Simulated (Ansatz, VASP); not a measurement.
**One calculation of Cu, two programs**

POSCAR

```
Cu
1.0
    2.7297728867      0.0000000000      0.0000000000
   -1.3648864433      2.3640526664      0.0000000000
    0.0000000000      0.0000000000      3.5441062510
Cu
2
Direct
    0.3333333333      0.6666666667      0.2500000000
    0.6666666667      0.3333333333      0.7500000000
```

The input INCAR.step1:

```
SYSTEM = Cu
PREC = Accurate
ENCUT = 520
ISMEAR = 0
SIGMA = 0.15
LREAL = .FALSE.
LASPH = .TRUE.
NELM = 60
NBANDS = 18
GGA = PE
ALGO = Normal
EDIFF = 1E-4
LWAVE = .TRUE.
LCHARG = .FALSE.
```

Contents of INCAR.step2:

```
SYSTEM = Cu
PREC = Accurate
ENCUT = 520
EDIFF = 1E-6
ISMEAR = 0
SIGMA = 0.15
LREAL = .FALSE.
LASPH = .TRUE.
NELM = 60
ALGO = Normal
ISIF = 2
LWAVE = .FALSE.
LCHARG = .TRUE.
METAGGA = R2SCAN
LMIXTAU = .TRUE.
LELF = .TRUE.
LVHAR = .TRUE.
NBANDS = 18
ISTART = 1
```

The input KPOINTS:

```
Automatic mesh
0
G
  24 24 14
  0 0 0
```

Input for Ansatz:

```yaml
crystal:
  lattice:
    - [2.7297728867, 0.0, 0.0]
    - [-1.3648864433, 2.3640526664, 0.0]
    - [0.0, 0.0, 3.544106251]
  atoms:
    - { symbol: Cu, position: [0.3333333333, 0.6666666667, 0.25] }
    - { symbol: Cu, position: [0.6666666667, 0.3333333333, 0.75] }
basis:
  ecutwfc: 500
kpoints:
  mp_grid: { grid: [24, 24, 14] }
hamiltonian:
  xc: r2scan
scf:
  occupations: { method: gaussian, width: 0.15 }
output:
  forces: true
  stress: true
  eigenvalues: true
```

Alike in both runs: task single point; functional r2SCAN; k mesh 24 × 24 × 14; occupations gaussian, width 0.15 eV; no spin polarisation.

|  | VASP | Ansatz |
| --- | --- | --- |
| version | VASP 6.6.1 | Ansatz 0.2.0 |
| potentials or method | VASP PAW PBE potentials, release 64 (Cu), cutoff 520 eV | scalar-relativistic, plane waves, PAW |
| valence electrons in the cell | 22 | 38 |

VASP gave:

| Property | Result |
| --- | --- |
| gap on the k mesh at the Fermi level (eV) | none |
| pressure (GPa) | 8.8 |
| traceless stress, the component that is largest in VASP (GPa) | 19.86 |

Q: Estimate Ansatz's values.

A: gap on the k mesh at the Fermi level (eV): none; pressure (GPa): 8.1; traceless stress, the component that is largest in VASP (GPa): 19.93.

VASP's potentials were made for PBE, not for r2SCAN. A gap of «none» marks a metal or a gap that the smearing closes. The functional is the same, so the differences come from potentials, cutoffs and numerics. VASP's potentials hold 22 valence electrons a cell and Ansatz's 38, so a difference there can come from the potentials and not from the codes.
